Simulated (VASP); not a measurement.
A run of VASP 6.6.1 is set up as follows.

Contents of INCAR:

```
PREC     = Accurate       # precision mode
ENCUT    = 520            # plane-wave cutoff, eV
EDIFF    = 1E-6           # SCF threshold, eV
ISMEAR   = 0              # smearing method
SIGMA    = 0.1            # smearing width, eV
LREAL    = F              # projectors in reciprocal space
LASPH    = T              # aspherical terms in the spheres
NELM     = 80             # most SCF steps
ALGO     = Normal         # electronic algorithm
ISIF     = 2              # what is computed and relaxed
LWAVE    = F              # write WAVECAR
LCHARG   = F              # write CHGCAR
GGA      = PE             # functional
NBANDS   = 18             # bands
```

KPOINTS

```
regular mesh
0
Gamma
  6 6 6
```

POSCAR

```
InSb2
1.0
    4.8063670000      0.0000000000      0.0000000000
    0.0000000000      4.8063670000      0.0000000000
    0.0000000000      0.0000000000      4.8063670000
In Sb
1 2
Direct
    0.0000000000      0.0000000000      0.0000000000
    0.5000000000      0.0000000000      0.5000000000
    0.5000000000      0.5000000000      0.0000000000
```

Potentials or basis: VASP PAW PBE potentials, release 64 (In_d, Sb).

Command:

```console
$ cat potpaw_PBE.64/In_d/POTCAR potpaw_PBE.64/Sb/POTCAR > POTCAR
$ mpirun -np 1 vasp_std > vasp.out
```

(1) What does it give for the pressure?

Answers

(1) -4.7 GPa.
